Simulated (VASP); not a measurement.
# TePb (Fm-3m) in VASP: further runs, part 2 of 2

VASP 6.6.1.

### Step 3. Relaxation of the atoms, PBE

INCAR

```
PREC = Accurate
ENCUT = 520
EDIFF = 1E-6
ISMEAR = -1
SIGMA = 0.05
LREAL = F
LASPH = T
NELM = 80
ALGO = Normal
ISIF = 2
LWAVE = F
LCHARG = F
GGA = PE
IBRION = 2
NSW = 80
EDIFFG = -0.02
```

KPOINTS

```
regular mesh
0
Gamma
  9 9 9
```

POSCAR

```
TePb
1.0
    0.0000000000      3.2310000000      3.2310000000
    3.2310000000      0.0000000000      3.2310000000
    3.2310000000      3.2310000000      0.0000000000
Te Pb
1 1
Direct
    0.5000000000      0.5000000000      0.5000000000
    0.0000000000      0.0000000000      0.0000000000
```

Potentials or basis: VASP PAW PBE potentials, release 64 (Te, Pb_d).

The run is started by

```console
> cat potpaw_PBE.64/Te/POTCAR potpaw_PBE.64/Pb_d/POTCAR > POTCAR
> mpirun -np 1 vasp_std > vasp.out
```

OUTCAR:

```text
PREC = Accurate
   ENCUT = 520
   EDIFF = 1E-6
   ISMEAR = -1
   LREAL = F
   LASPH = T
   NELM = 80
   ISIF = 2
   GGA = PE
   IBRION = 2
   NSW = 80
   EDIFFG = -0.02

 ion  position               nearest neighbor table
   1  0.500  0.500  0.500-   2 3.23   2 3.23   2 3.23   2 3.23   2 3.23   2 3.23
   2  0.000  0.000  0.000-   1 3.23   1 3.23   1 3.23   1 3.23   1 3.23   1 3.23

  LATTYP: Found a face centered cubic cell.
 ALAT       =     6.4620000000

  Lattice vectors:

 A1 = (   0.0000000000,   3.2310000000,   3.2310000000)
 A2 = (   3.2310000000,   0.0000000000,   3.2310000000)
 A3 = (   3.2310000000,   3.2310000000,   0.0000000000)

Analysis of symmetry for initial positions (statically):
=====================================================================
 Subroutine PRICEL returns:
 Original cell was already a primitive cell.

 Routine SETGRP: Setting up the symmetry group for a
 face centered cubic supercell.

 Subroutine GETGRP returns: Found 48 space group operations
 (whereof 48 operations were pure point group operations)
 out of a pool of 48 trial point group operations.

The static configuration has the point symmetry O_h .

Analysis of symmetry for dynamics (positions and initial velocities):
=====================================================================
 Subroutine PRICEL returns:
 Original cell was already a primitive cell.

 Routine SETGRP: Setting up the symmetry group for a
 face centered cubic supercell.

 Subroutine GETGRP returns: Found 48 space group operations
 (whereof 48 operations were pure point group operations)
 out of a pool of 48 trial point group operations.

The dynamic configuration has the point symmetry O_h .

 Subroutine INISYM returns: Found 48 space group operations
 (whereof 48 operations are pure point group operations),
 and found     1 'primitive' translations

----------------------------------------------------------------------------------------

                                     Primitive cell

  volume of cell :      67.4592

[... 122 lines left out ...]
  volume of cell :       67.46
 maximum number of plane-waves:      1853
 NGX is ok and might be reduce to    36
   NGX = 17   NGY = 17   NGZ = 17

 number of electron      20.0000003 magnetization

 Free energy of the ion-electron system (eV)
  ---------------------------------------------------
  ext. energy  EPLUGINS =         0.00000000
  ---------------------------------------------------
  free energy    TOTEN  =        -7.50175037 eV

  energy without entropy =       -7.50174754  energy(sigma->0) =       -7.50174895

 E-fermi :   6.0184     XC(G=0):  -9.3003

 val. band max:        5.5580659523   @ k =   0.4444   0.0000   0.0000
 cond. band min:       6.4690193861   @ k =   0.4444   0.0000   0.0000
 fundamental gap:      0.9109534338
 Fermi energy:         6.0183867771

 k-point     1 :       0.0000    0.0000    0.0000
  band No.  band energies     occupation
      1     -11.0956      2.00000
      2     -11.0956      2.00000
      3     -11.0865      2.00000
      4     -11.0865      2.00000
      5     -11.0865      2.00000
      6      -6.3943      2.00000
      7       0.0302      2.00000
      8       4.2774      2.00000
      9       4.2774      2.00000
     10       4.2774      2.00000
     11       9.7032      0.00000
     12       9.7032      0.00000
     13       9.7032      0.00000
     14      11.4207      0.00000
[... 377 lines left out ...]
      1     -11.1552      2.00000
      2     -11.0960      2.00000
      3     -11.0847      2.00000
      4     -11.0613      2.00000
      5     -11.0613      2.00000
      6      -4.7862      2.00000
      7      -1.6709      2.00000
      8       1.3370      2.00000
      9       2.8598      2.00000
     10       2.8598      2.00000
     11       8.9541      0.00000
     12      11.0248      0.00000
     13      11.0248      0.00000
     14      11.9698      0.00000

 [... further k-points ...]

------------------------ aborting loop because EDIFF is reached ----------------------------------------

  FORCE on cell =-STRESS in cart. coord.  units (eV):
  Direction    XX          YY          ZZ          XY          YZ          ZX
  --------------------------------------------------------------------------------------
  -------------------------------------------------------------------------------------
  Total        0.8704963      0.8704963      0.8704963     -0.0000000      0.0000000      0.0000000
  in kB       20.6745782     20.6745782     20.6745782     -0.0000000      0.0000000      0.0000000
  external PRESSURE =      20.6745782 kB  Pullay stress =       0.0000000 kB

 VOLUME and BASIS-vectors are now :
 -----------------------------------------------------------------------------
  energy-cutoff  :      520.00
  volume of cell :       67.46
      direct lattice vectors                 reciprocal lattice vectors
     0.000000000  3.231000000  3.231000000    -0.154750851  0.154750851  0.154750851
     3.231000000  0.000000000  3.231000000     0.154750851 -0.154750851  0.154750851
     3.231000000  3.231000000  0.000000000     0.154750851  0.154750851 -0.154750851

 POSITION                                       TOTAL-FORCE (eV/Angst)
 -----------------------------------------------------------------------------------
      3.23100      3.23100      3.23100         0.000000     -0.000000      0.000000
      0.00000      0.00000      0.00000        -0.000000      0.000000     -0.000000
 -----------------------------------------------------------------------------------
    total drift:                               -0.000000      0.000000      0.000000

  FREE ENERGIE OF THE ION-ELECTRON SYSTEM (eV)
  ---------------------------------------------------
  free  energy   TOTEN  =        -7.5017503717 eV

  energy  without entropy=       -7.5017475365  energy(sigma->0) =       -7.50174895

 reached required accuracy - stopping structural energy minimisation
```

CONTCAR:

```text
TePb
   1.00000000000000
     0.0000000000000000    3.2309999999999999    3.2309999999999999
     3.2309999999999999    0.0000000000000000    3.2309999999999999
     3.2309999999999999    3.2309999999999999    0.0000000000000000
  Te              Pb
     1     1
Direct
     0.5000000000000000    0.5000000000000000    0.5000000000000000
     0.0000000000000000    0.0000000000000000    0.0000000000000000

  0.00000000E+00  0.00000000E+00  0.00000000E+00
  0.00000000E+00  0.00000000E+00  0.00000000E+00
```

It took 27 s on 1 thread of Intel Xeon Platinum 8375C at 2.90GHz (Ice Lake), shared host; peak memory 0.22 GiB.

Results:

| Quantity | Value |
| --- | --- |
| Free energy | -7.5018 eV |
| Pressure after relaxing | 2.1 GPa |

Final structure:
```
CELL_PARAMETERS angstrom
0.00000 3.23100 3.23100
3.23100 0.00000 3.23100
3.23100 3.23100 0.00000
ATOMIC_POSITIONS crystal
Te 0.50000 0.50000 0.50000
Pb 0.00000 0.00000 0.00000
```

Levels at points of the mesh, in eV from the Fermi level:
```csv
k point,band 6,band 7,band 8,band 9,band 10,band 11,band 12,band 13,band 14
"(0.00, 0.00, 0.00)",-12.41,-5.99,-1.74,-1.74,-1.74,3.68,3.68,3.68,5.40
```

Caveat: the relaxation stopped at its first step, so nothing moved; this odd mesh misses L, where the gap lies, so gap, dielectric constants and Born charges aren't listed; spin-orbit coupling is left out, which moves the levels of the heavy elements.
